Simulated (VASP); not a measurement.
Wanted: the native input for a VASP 6.6.1 run.

```yaml
Task: single point
Functional: LDA
Potentials_or_basis: VASP PAW LDA potentials, release 64 (Ta_pv)
Cutoff: 520 eV
k_mesh: 14 × 14 × 14
Occupations: methfessel-paxton, width 0.3 eV
Spin: no spin polarisation
Dipole_correction: no
Further_INCAR_settings: ALGO = Normal; EDIFF = 1e-06; NBANDS = 12
```

The structure of Ta lies in POSCAR:

```
Ta
1.0
   -1.6276710318      1.6276710318      1.6276710318
    1.6276710318     -1.6276710318      1.6276710318
    1.6276710318      1.6276710318     -1.6276710318
Ta
1
Direct
    0.0000000000      0.0000000000      0.0000000000
```

The input as run:

INCAR

```
SYSTEM = Ta
PREC = Accurate
ENCUT = 520
EDIFF = 1E-6
ISMEAR = 1
SIGMA = 0.3
LREAL = .False.
LASPH = .True.
NELM = 60
ALGO = Normal
ISIF = 2
LWAVE = .False.
LCHARG = .False.
NBANDS = 12
```

KPOINTS

```
Automatic mesh
0
Gamma
  14 14 14
  0 0 0
```

Potentials or basis: VASP PAW LDA potentials, release 64 (Ta_pv).

Command:

```bash
$ cat potpaw_LDA.64/Ta_pv/POTCAR > POTCAR
$ mpirun -np 1 vasp_std > vasp.out
```

It gave:

| Quantity | Value |
| --- | --- |
| Pressure | 0.8 GPa |

Wall time 14 s on 1 thread of Intel Xeon 6975P-C, with other jobs on the host, peak memory 0.14 GiB.
